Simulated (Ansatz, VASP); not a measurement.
# Two plane-wave programs on Al2O3

The input INCAR:

```
SYSTEM = Al2O3
  PREC = Accurate
  ENCUT = 520
  EDIFF = 1E-7
  ISMEAR = 0
  SIGMA = 0.05
  LREAL = .FALSE.
  LASPH = .TRUE.
  NELM = 60
  ALGO = Normal
  ISIF = 2
  LWAVE = .FALSE.
  LCHARG = .FALSE.
  GGA = PE
  NBANDS = 35
```

KPOINTS

```
Automatic mesh
0
G
  6 6 6
  0 0 0
```

The input POSCAR:

```
Al2O3
1.0
    2.2841367041      1.3187469409      4.5932069734
   -2.2841367041      1.3187469409      4.5932069734
    0.0000000000     -2.6374938821      4.5932069733
Al O
4 6
Direct
    0.8521479318      0.8521479318      0.8521479318
    0.6478520682      0.6478520682      0.6478520682
    0.1478520682      0.1478520682      0.1478520682
    0.3521479318      0.3521479318      0.3521479318
    0.0561765927      0.4438234073      0.7500000000
    0.7500000000      0.0561765927      0.4438234073
    0.4438234073      0.7500000000      0.0561765927
    0.9438234073      0.5561765927      0.2500000000
    0.2500000000      0.9438234073      0.5561765927
    0.5561765927      0.2500000000      0.9438234073
```

Input for Ansatz:

```yaml
crystal:
  lattice:
    - [2.2841367041, 1.3187469409, 4.5932069734]
    - [-2.2841367041, 1.3187469409, 4.5932069734]
    - [0.0, -2.6374938821, 4.5932069733]
  atoms:
    - { symbol: Al, position: [0.8521479318, 0.8521479318, 0.8521479318] }
    - { symbol: Al, position: [0.6478520682, 0.6478520682, 0.6478520682] }
    - { symbol: Al, position: [0.1478520682, 0.1478520682, 0.1478520682] }
    - { symbol: Al, position: [0.3521479318, 0.3521479318, 0.3521479318] }
    - { symbol: O, position: [0.0561765927, 0.4438234073, 0.75] }
    - { symbol: O, position: [0.75, 0.0561765927, 0.4438234073] }
    - { symbol: O, position: [0.4438234073, 0.75, 0.0561765927] }
    - { symbol: O, position: [0.9438234073, 0.5561765927, 0.25] }
    - { symbol: O, position: [0.25, 0.9438234073, 0.5561765927] }
    - { symbol: O, position: [0.5561765927, 0.25, 0.9438234073] }
basis:
  ecutwfc: 420
kpoints:
  mp_grid: { grid: [6, 6, 6] }
hamiltonian:
  xc: pbe
scf:
  occupations: { method: gaussian, width: 0.05 }
output:
  forces: true
  stress: true
  eigenvalues: true
```

Change from the starting cell: strain -0.050 along x and y, +0.050 along z, atoms carried along.

Alike in both runs: task single point; functional PBE; k mesh 6 × 6 × 6; occupations gaussian, width 0.05 eV; no spin polarisation.

|  | VASP | Ansatz |
| --- | --- | --- |
| version | VASP 6.6.1 | Ansatz 0.2.0 |
| potentials or method | VASP PAW PBE potentials, release 64 (Al, O), cutoff 520 eV | scalar-relativistic, plane waves, PAW |
| valence electrons in the cell | 48 | 48 |

```csv
,VASP,Ansatz,Ansatz less VASP
gap on the k mesh at the Fermi level (eV),6.01,6.01,+0.001
least direct gap on the mesh (eV),6.01,6.01,+0.001
pressure (GPa),15.8,15.9,+0.09
"traceless stress, the component that is largest in VASP (GPa)",-30.40,-30.29,+0.105
rms of the force components (eV/Å),0.254,0.252,-0.0016
```

Atom by atom the forces differ by 0.004 eV/Å (rms over components).
